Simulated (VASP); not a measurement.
KZnF3:

```xyz
5
Lattice="4.1033 0.0000 0.0000 0.0000 4.1033 0.0000 0.0000 0.0000 4.1033" Properties=species:S:1:pos:R:3 pbc="T T T"
Zn    2.0516    2.0516    2.0516
K     0.0000    0.0000    0.0000
F     2.0516    0.0000    2.0516
F     0.0000    2.0516    2.0516
F     2.0516    2.0516    0.0000
```

Base run:

```yaml
Program: VASP 6.6.1
Functional: PBEsol
Potentials_or_basis: VASP PAW PBE potentials, release 64 (Zn, K_sv, F)
Cutoff: 520 eV
k_mesh: 7 × 7 × 7
Occupations: fermi-dirac, width 0.05 eV
Spin: no spin polarisation
```

Its results: band gap on the k mesh 3.65 eV, indirect (least direct gap 5.18 eV); pressure -2.4 GPa.

Problem. The run is repeated on the same cell with these changes: functional from PBEsol to PBE; further incar settings from ALGO = Normal; EDIFF = 1e-06; NBANDS = 29 to ALGO = Normal; EDIFF = 1e-07; NBANDS = 29. What comes out?

Solution. Band gap on the k mesh 3.80 eV, indirect (least direct gap 5.33 eV); pressure 1.6 GPa.

Caveats: the PAW data sets were made with another functional, which shifts forces and pressure a little (some runs).

A k mesh can miss the band edges.
